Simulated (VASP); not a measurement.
# NbSnSe4 (C2/m) in VASP: single point with PBE

Aim: the single point of NbSnSe4 with PBE.

Program: VASP 6.6.1. These are calculated values, not measurements. Logs are shortened: lines on timing, memory, paths and dates and some standing lists are left out, and cuts for length are marked.

## 1. The cell of the first run

Symmetry: C2/m, No. 12, monoclinic system. Conventional cell: a = 6.164 Å, b = 6.239 Å, c = 8.655 Å, α = 90.00°, β = 100.84°, γ = 90.00°. Within 3.5 Å of Nb (site symmetry 2/m) lie 4 Se at 2.62 Å and 4 Sn at 3.08 to 3.12 Å. Within 3.9 Å of Sn (site symmetry 2/m) lie 4 Se at 2.97 Å and 4 Nb at 3.08 to 3.12 Å. Within 3.3 Å of Se (site symmetry 1) lie 3 Se at 2.48 to 3.15 Å and 1 Nb at 2.62 Å and 1 Sn at 2.97 Å.

## 2. Single point, PBE

INCAR reads:

```
PREC     = Accurate       # precision mode
ENCUT    = 500            # plane-wave cutoff, eV
EDIFF    = 1E-6           # SCF threshold, eV
ISMEAR   = 0              # smearing method
SIGMA    = 0.15           # smearing width, eV
LREAL    = F              # projectors in reciprocal space
LASPH    = T              # aspherical terms in the spheres
NELM     = 120            # most SCF steps
ALGO     = Normal         # electronic algorithm
ISIF     = 2              # what is computed and relaxed
LWAVE    = F              # write WAVECAR
LCHARG   = T              # write CHGCAR
GGA      = PE             # functional
LELF     = T              # ELF
LVHAR    = T            
NBANDS   = 34             # bands
GGA_COMPAT= F
```

KPOINTS reads:

```
regular mesh
0
Gamma
  3 3 2
```

POSCAR reads:

```
NbSnSe4
1.0
    3.0819772143     -3.1192574129      0.0225308252
    3.0819772143      3.1192574129      0.0225308252
   -1.6902653459      0.0000000000      8.4883499936
Nb Sn Se
1 1 4
Direct
    0.0000000000      0.0000000000      0.5000000000
    0.5000000000      0.5000000000      0.5000000000
    0.7264939873      0.1246124394      0.2290697370
    0.8753875606      0.2735060127      0.7709302630
    0.2735060127      0.8753875606      0.7709302630
    0.1246124394      0.7264939873      0.2290697370
```

Potentials or basis: VASP PAW PBE potentials, release 64 (Nb_sv, Sn_d, Se).

Command:

```bash
$ cat potpaw_PBE.64/Nb_sv/POTCAR potpaw_PBE.64/Sn_d/POTCAR potpaw_PBE.64/Se/POTCAR > POTCAR
$ mpirun -np 1 vasp_std > vasp.out
```

OUTCAR:

```text
PREC = Accurate
   ENCUT = 500
   EDIFF = 1E-6
   ISMEAR = 0
   LREAL = F
   LASPH = T
   NELM = 120
   ISIF = 2
   GGA = PE

 ion  position               nearest neighbor table
   1  0.000  0.000  0.500-   3 2.62   4 2.62   5 2.62   6 2.62   2 3.08   2 3.08   2 3.12   2 3.12

   2  0.500  0.500  0.500-   3 2.97   4 2.97   5 2.97   6 2.97   1 3.08   1 3.08   1 3.12   1 3.12

   3  0.726  0.125  0.229-   6 2.48   1 2.62   2 2.97
   4  0.875  0.274  0.771-   5 2.48   1 2.62   2 2.97
   5  0.274  0.875  0.771-   4 2.48   1 2.62   2 2.97
   6  0.125  0.726  0.229-   3 2.48   1 2.62   2 2.97

  LATTYP: Found a base centered monoclinic cell.
 ALAT       =     6.1641191382
 B/A-ratio  =     1.0120691515
 C/A-ratio  =     1.4040941018
 COS(beta)  =    -0.1881186651

  Lattice vectors:

 A1 = (   3.0819772143,  -3.1192574129,   0.0225308252)
 A2 = (   3.0819772143,   3.1192574129,   0.0225308252)
 A3 = (  -1.6902653459,   0.0000000000,   8.4883499936)

Analysis of symmetry for initial positions (statically):
=====================================================================
 Subroutine PRICEL returns:
 Original cell was already a primitive cell.

 Routine SETGRP: Setting up the symmetry group for a
 base centered monoclinic supercell.

 Subroutine GETGRP returns: Found  4 space group operations
 (whereof  4 operations were pure point group operations)
 out of a pool of  4 trial point group operations.

The static configuration has the point symmetry C_2h.

Analysis of symmetry for dynamics (positions and initial velocities):
=====================================================================
 Subroutine PRICEL returns:
 Original cell was already a primitive cell.

 Routine SETGRP: Setting up the symmetry group for a
 base centered monoclinic supercell.

 Subroutine GETGRP returns: Found  4 space group operations
 (whereof  4 operations were pure point group operations)
 out of a pool of  4 trial point group operations.

The dynamic configuration has the point symmetry C_2h.

 Subroutine INISYM returns: Found  4 space group operations
 (whereof  4 operations are pure point group operations),
 and found     1 'primitive' translations

----------------------------------------------------------------------------------------

                                     Primitive cell

  volume of cell :     163.4428

  direct lattice vectors                    reciprocal lattice vectors
     3.081977214 -3.119257413  0.022530825     0.161997692 -0.160294562  0.032258223
     3.081977214  3.119257413  0.022530825     0.161997692  0.160294562  0.032258223
    -1.690265346  0.000000000  8.488349994    -0.000859988  0.000000000  0.117637278

  length of vectors
     4.385072177  4.385072177  8.655003325     0.230169919  0.230169919  0.117640422

  position of ions in fractional coordinates (direct lattice)
     0.000000000  0.000000000  0.500000000
     0.500000000  0.500000000  0.500000000
     0.726493987  0.124612439  0.229069737
     0.875387561  0.273506013  0.770930263
     0.273506013  0.875387561  0.770930263
     0.124612439  0.726493987  0.229069737

  ion indices of the primitive-cell ions
   primitive index   ion index
                 1           1
                 2           2
                 3           3
                 4           4
                 5           5
                 6           6

----------------------------------------------------------------------------------------

 KPOINTS: regular mesh

Automatic generation of k-mesh.
 Grid dimensions read from file:
 generate k-points for:    3    3    2

 Generating k-lattice:

  Cartesian coordinates                     Fractional coordinates (reciprocal lattice)
     0.053999231 -0.053431521  0.010752741     0.333333333  0.000000000  0.000000000
     0.053999231  0.053431521  0.010752741     0.000000000  0.333333333  0.000000000
    -0.000429994  0.000000000  0.058818639     0.000000000  0.000000000  0.500000000

  Length of vectors
     0.076723306  0.076723306  0.058820211

  Shift w.r.t. Gamma in fractional coordinates (k-lattice)
     0.000000000  0.000000000  0.000000000

 Subroutine IBZKPT returns following result:
 ===========================================

 Found      8 irreducible k-points:

 Following reciprocal coordinates:
            Coordinates               Weight
  0.000000  0.000000  0.000000      1.000000
  0.333333 -0.000000 -0.000000      4.000000
  0.333333  0.333333 -0.000000      2.000000
 -0.333333  0.333333  0.000000      2.000000
 -0.000000 -0.000000  0.500000      1.000000
  0.333333 -0.000000  0.500000      4.000000
  0.333333  0.333333  0.500000      2.000000
 -0.333333  0.333333  0.500000      2.000000
   k-points           NKPTS =      8   k-points in BZ     NKDIM =      8   number of bands    NBANDS=     34
   number of dos      NEDOS =    301   number of ions     NIONS =      6
   total plane-waves  NPLWV =  65536
   dimension x,y,z NGX =    32 NGY =   32 NGZ =   64
   dimension x,y,z NGXF=    64 NGYF=   64 NGZF=  128
   ions per type =               1   1   4
   NGX,Y,Z   is equivalent  to a cutoff of  12.13, 12.13, 12.29 a.u.
   NGXF,Y,Z  is equivalent  to a cutoff of  24.26, 24.26, 24.59 a.u.
 SYSTEM =  unknown system
   PREC   = accura    normal or accurate (medium, high low for compatibility)
   ISTART =      0    job   : 0-new  1-cont  2-samecut
   ICHARG =      2    charge: 1-file 2-atom 10-const
   ISPIN  =      1    spin polarized calculation?
   LNONCOLLINEAR =      F non collinear calculations
   LSORBIT =      F    spin-orbit coupling
   LASPH  =      T    aspherical Exc in radial PAW
   ENCUT  =  500.0 eV  36.75 Ry    6.06 a.u.   7.99  7.99 15.78*2*pi/ulx,y,z
   NELM   =    120;   NELMIN=  2; NELMDL= -5     # of ELM steps
   EDIFF  = 0.1E-05   stopping-criterion for ELM
   LREAL  =      F    real-space projection
   EDIFFG = 0.1E-04   stopping-criterion for IOM
   NSW    =      0    number of steps for IOM
   IBRION =     -1    ionic relax: 0-MD 1-quasi-New 2-CG
   NFREE  =      0    steps in history (QN), initial steepest desc. (CG)
   ISIF   =      2    stress and relaxation
   ISYM   =      2    0-nonsym 1-usesym 2-fastsym
   POTIM  = 0.5000    time-step for ionic-motion
   TEBEG  =    0.0;   TEEND  =   0.0 temperature during run
   PSTRESS=    0.0 pullay stress
   NELECT =      51.0000    total number of electrons
   NUPDOWN=      -1.0000    fix difference up-down
   EMIN   =  10.00;   EMAX   =-10.00  energy-range for DOS
   EFERMI =   0.00;   METHOD = LEGACY
   ISMEAR =     0;   SIGMA  =   0.15  broadening in eV -4-tet -1-fermi 0-gaus
   EFERMI_NEDOS =   21; number of points for ismear=-14 and -15
   IALGO  =     38    algorithm
   IMIX   =      4    mixing-type and parameters
     AMIX     =   0.40;   BMIX     =  1.00
     AMIX_MAG =   1.60;   BMIX_MAG =  1.00
  volume/ion in A,a.u.               =      27.24       183.83
  Fermi-wavevector in a.u.,A,eV,Ry     =   1.110392  2.098337 16.775581  1.232970
  Thomas-Fermi vector in A             =   2.246943
   LORBIT       =      0    0 simple, 1 ext, 2 COOP (PROOUT), +10 PAW based schemes
   GGA     = PE    functional components
   LHFCALC =     F    Hartree Fock is set to
   AEXX    =    0.0000 exact exchange contribution
   IVDW    =     0    specifies the selected vdW correction
   LEPSILON=     F    determine dielectric tensor
   LRPA    =     F    only Hartree local field effects (RPA)
 non-spin polarized calculation
 Gauss-broadening in eV      SIGMA  =   0.15
  energy-cutoff  :      500.00
  volume of cell :      163.44
 maximum number of plane-waves:      4177
   NGX = 15   NGY = 15   NGZ = 31

 number of electron      51.0000009 magnetization

 Free energy of the ion-electron system (eV)
  ---------------------------------------------------
  ext. energy  EPLUGINS =         0.00000000
  ---------------------------------------------------
  free energy    TOTEN  =       -27.89266066 eV

  energy without entropy =      -27.84440793  energy(sigma->0) =      -27.86853429

 E-fermi :   3.9138     XC(G=0):  -9.2029

 val. band max:        3.8246977822   @ k =  -0.3333   0.3333   0.0000
 cond. band min:       3.9179289314   @ k =  -0.0000  -0.0000   0.5000
 fundamental gap:      0.0932311493
 Fermi energy:         3.9137679732

 k-point     1 :       0.0000    0.0000    0.0000
  band No.  band energies     occupation
      1     -51.3581      2.00000
      2     -27.4853      2.00000
      3     -27.4805      2.00000
      4     -27.3039      2.00000
      5     -16.9610      2.00000
      6     -16.9609      2.00000
[... 26 lines left out ...]
     33       8.0987      0.00000
     34       8.1200      0.00000

 k-point     2 :       0.3333   -0.0000   -0.0000
  band No.  band energies     occupation
      1     -51.3579      2.00000
      2     -27.4863      2.00000
      3     -27.4835      2.00000
      4     -27.3087      2.00000
      5     -16.9624      2.00000
      6     -16.9562      2.00000
[... 26 lines left out ...]
     33       8.7127      0.00000
     34       9.2395      0.00000

 k-point     3 :       0.3333    0.3333   -0.0000
  band No.  band energies     occupation
      1     -51.3577      2.00000
      2     -27.4890      2.00000
      3     -27.4831      2.00000
      4     -27.3112      2.00000
      5     -16.9646      2.00000
      6     -16.9574      2.00000
[... 26 lines left out ...]
     33       7.5081      0.00000
     34       8.6856      0.00000

 k-point     4 :      -0.3333    0.3333    0.0000
  band No.  band energies     occupation
      1     -51.3577      2.00000
      2     -27.4877      2.00000
      3     -27.4830      2.00000
      4     -27.3124      2.00000
      5     -16.9642      2.00000
      6     -16.9546      2.00000
[... 26 lines left out ...]
     33       7.9105      0.00000
     34       8.8048      0.00000

 k-point     5 :      -0.0000   -0.0000    0.5000
  band No.  band energies     occupation
      1     -51.3581      2.00000
      2     -27.4853      2.00000
      3     -27.4805      2.00000
      4     -27.3039      2.00000
      5     -16.9610      2.00000
      6     -16.9609      2.00000
[... 26 lines left out ...]
     33       8.1178      0.00000
     34       8.3502      0.00000

 k-point     6 :       0.3333   -0.0000    0.5000
  band No.  band energies     occupation
      1     -51.3579      2.00000
      2     -27.4863      2.00000
      3     -27.4835      2.00000
      4     -27.3087      2.00000
      5     -16.9624      2.00000
      6     -16.9562      2.00000
[... 26 lines left out ...]
     33       8.9080      0.00000
     34       9.0774      0.00000

 k-point     7 :       0.3333    0.3333    0.5000
  band No.  band energies     occupation
      1     -51.3577      2.00000
      2     -27.4890      2.00000
      3     -27.4831      2.00000
      4     -27.3112      2.00000
      5     -16.9646      2.00000
      6     -16.9574      2.00000
[... 26 lines left out ...]
     33       7.5456      0.00000
     34       8.0889      0.00000

 k-point     8 :      -0.3333    0.3333    0.5000
  band No.  band energies     occupation
      1     -51.3577      2.00000
      2     -27.4877      2.00000
      3     -27.4830      2.00000
      4     -27.3124      2.00000
      5     -16.9642      2.00000
      6     -16.9546      2.00000
[... 26 lines left out ...]
     33       8.2565      0.00000
     34       8.3405      0.00000

------------------------ aborting loop because EDIFF is reached ----------------------------------------

  FORCE on cell =-STRESS in cart. coord.  units (eV):
  Direction    XX          YY          ZZ          XY          YZ          ZX
  --------------------------------------------------------------------------------------
  -------------------------------------------------------------------------------------
  Total       -0.7660865     -0.2360347     -0.0540592      0.0000000      0.0000000     -0.1024569
  in kB       -7.5097019     -2.3137733     -0.5299252      0.0000000      0.0000000     -1.0043526
  external PRESSURE =      -3.4511335 kB  Pullay stress =       0.0000000 kB

 VOLUME and BASIS-vectors are now :
 -----------------------------------------------------------------------------
  energy-cutoff  :      500.00
  volume of cell :      163.44
      direct lattice vectors                 reciprocal lattice vectors
     3.081977214 -3.119257413  0.022530825     0.161997692 -0.160294562  0.032258223
     3.081977214  3.119257413  0.022530825     0.161997692  0.160294562  0.032258223
    -1.690265346  0.000000000  8.488349994    -0.000859988  0.000000000  0.117637278

 POSITION                                       TOTAL-FORCE (eV/Angst)
 -----------------------------------------------------------------------------------
     -0.84513      0.00000      4.24417         0.000000      0.000000      0.000000
      2.23684      0.00000      4.26671        -0.000000      0.000000      0.000000
      2.23590     -1.87742      1.96360         0.008344      0.055800      0.046827
      2.23779     -1.87742      6.56981        -0.008344      0.055800     -0.046827
      2.23779      1.87742      6.56981        -0.008344     -0.055800     -0.046827
      2.23590      1.87742      1.96360         0.008344     -0.055800      0.046827
 -----------------------------------------------------------------------------------
    total drift:                               -0.000000      0.000000     -0.000000

  FREE ENERGIE OF THE ION-ELECTRON SYSTEM (eV)
  ---------------------------------------------------
  free  energy   TOTEN  =       -27.8926606563 eV

  energy  without entropy=      -27.8444079318  energy(sigma->0) =      -27.86853429
```

Run time: 49 s. Hardware: 1 thread of Intel Xeon 6975P-C, shared host; peak memory 0.26 GiB.

Results:

```
Free energy   : -27.8927 eV
Pressure      : -0.3 GPa
Largest force : 0.073 eV/Å
```

Forces in eV/Å, atoms in the order of the input:
```
Nb   0.000  0.000  0.000
Sn   0.000  0.000  0.000
Se   0.008  0.056  0.047
Se  -0.008  0.056 -0.047
Se  -0.008 -0.056 -0.047
Se   0.008 -0.056  0.047
```

Stress tensor (GPa, compression positive):
```
-0.75  0.00 -0.10
 0.00 -0.23  0.00
-0.10  0.00 -0.05
```

Levels at points of the mesh, in eV from the Fermi level:
| k point | band 20 | band 21 | band 22 | band 23 | band 24 | band 25 | band 26 | band 27 | band 28 | band 29 |
| --- | --- | --- | --- | --- | --- | --- | --- | --- | --- | --- |
| (0.00, 0.00, 0.00) | -2.30 | -2.20 | -1.52 | -1.42 | -0.42 | 0.02 | 0.36 | 1.20 | 1.63 | 1.71 |
| (0.00, 0.00, 0.50) | -2.17 | -2.03 | -1.55 | -1.40 | -0.45 | 0.00 | 0.39 | 1.19 | 1.65 | 1.65 |

Caveat: the k points lie up to 0.48 Å⁻¹ apart; spin-orbit coupling is left out, which moves the levels of the heavy elements; this functional lacks dispersion, which binds the layers, so the pressure and a relaxed spacing across them are unreliable.
